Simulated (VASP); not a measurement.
# SnSe: single point with PBE

The system is SnSe.

```
CELL_PARAMETERS angstrom
0.00000 3.01000 2.91970
3.01000 0.00000 2.91970
3.01000 3.01000 0.00000
ATOMIC_POSITIONS crystal
Sn 0.00000 0.00000 0.00000
Se 0.50000 0.50000 0.50000
```

This cell differs from its parent crystal: z stretched by -3 %, then relaxed in part.

```yaml
Program: VASP 6.6.1
Task: single point
Functional: PBE
Potentials_or_basis: VASP PAW PBE potentials, release 64 (Sn_d, Se)
Cutoff: 500 eV
k_mesh: 13 × 13 × 13
Occupations: fermi-dirac, width 0.02 eV
Spin: no spin polarisation
```

```json
{"Pressure": "2.9 GPa", "Band gap on the k mesh": "0.25 eV, indirect (least direct gap 0.35 eV)"}
```

Stress tensor (GPa, compression positive):
```
1.43 0.00 0.00
0.00 1.43 0.00
0.00 0.00 5.91
```

Levels at points of the mesh, in eV from the valence-band top:
```
           k point  band 6  band 7  band 8  band 9  band 10  band 11  band 12  band 13  band 14  band 15
(0.00, 0.00, 0.00)  -14.17   -5.05   -2.57   -2.27    -2.27     4.10     4.10     4.86     5.67     5.67
```

Wall time 42 s on 1 thread of Intel(R) Xeon(R) 6975P-C (Granite Rapids) (shared host), peak memory 0.3 GiB.

Caveat: the cell differs from its parent crystal (z stretched by -3 %, then relaxed in part); spin-orbit coupling is left out, which moves the levels of the heavy elements. A k mesh can miss the band edges.
